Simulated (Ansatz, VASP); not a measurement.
## MoS2 in VASP and in Ansatz

The input INCAR:

```
  PREC = Accurate
  ENCUT = 520
  EDIFF = 1E-6
  ISMEAR = -1
  SIGMA = 0.03
  LREAL = False
  LASPH = True
  NELM = 100
  ALGO = Normal
  ISIF = 2
  LWAVE = False
  LCHARG = False
  NBANDS = 35
```

The input KPOINTS:

```
regular mesh
0
Gamma
  10 10 3
```

File POSCAR:

```
MoS2
1.0
    3.1397861865      0.0000000000      0.0000000000
   -1.5698930933      2.7191346000      0.0000000000
    0.0000000000      0.0000000000     12.2124807351
Mo S
2 4
Direct
    0.3333333333      0.6666666667      0.2500000000
    0.6666666667      0.3333333333      0.7500000000
    0.3333333333      0.6666666667      0.6275000000
    0.6666666667      0.3333333333      0.1275000000
    0.3333333333      0.6666666667      0.8725000000
    0.6666666667      0.3333333333      0.3725000000
```

Input for Ansatz:

```yaml
crystal:
  lattice:
    - [3.1397861865, 0.0, 0.0]
    - [-1.5698930933, 2.7191346, 0.0]
    - [0.0, 0.0, 12.2124807351]
  atoms:
    - { symbol: Mo, position: [0.3333333333, 0.6666666667, 0.25] }
    - { symbol: Mo, position: [0.6666666667, 0.3333333333, 0.75] }
    - { symbol: S, position: [0.3333333333, 0.6666666667, 0.6275] }
    - { symbol: S, position: [0.6666666667, 0.3333333333, 0.1275] }
    - { symbol: S, position: [0.3333333333, 0.6666666667, 0.8725] }
    - { symbol: S, position: [0.6666666667, 0.3333333333, 0.3725] }
kpoints:
  mp_grid: { grid: [10, 10, 3] }
  band_path:
    path:
      - [0.0, 0.0, 0.0]
      - [0.5, 0.0, 0.0]
      - [0.3333333333, 0.3333333333, 0.0]
      - [0.0, 0.0, 0.0]
      - [0.0, 0.0, 0.5]
      - [0.5, 0.0, 0.5]
      - [0.3333333333, 0.3333333333, 0.5]
      - [0.0, 0.0, 0.5]
      - [0.5, 0.0, 0.5]
    npoints: 5
scf:
  occupations: { method: fermi_dirac, width: 0.03 }
hamiltonian:
  xc: lda
  pseudopotentials: { kind: all_electron, lapw: { basis_error: 0.001 } }
output:
  forces: true
  stress: true
  eigenvalues: true
```

Change from the starting cell: volume scaled by 0.98.

Alike in both runs: task single point; functional LDA; k mesh 10 × 10 × 3; occupations fermi-dirac, width 0.03 eV; no spin polarisation.

|  | VASP | Ansatz |
| --- | --- | --- |
| version | VASP 6.6.1 | Ansatz 0.2.0 |
| potentials or method | VASP PAW LDA potentials, release 64 (Mo_sv, S), cutoff 520 eV | all-electron LAPW, scalar-relativistic |

|  | VASP | Ansatz | Ansatz less VASP |
| --- | --- | --- | --- |
| pressure (GPa) | 4.6 | 4.6 | -0.03 |
| traceless stress, the component that is largest in VASP (GPa) | 4.88 | 4.92 | +0.049 |
| rms of the force components (eV/Å) | 0.539 | 0.535 | -0.0037 |

LDA's correlation is that of Perdew and Zunger in VASP and of Perdew and Wang (1992) in Ansatz. Atom by atom the forces differ by 0.004 eV/Å (rms over components). Ansatz ran all-electron here, and VASP with PAW potentials.
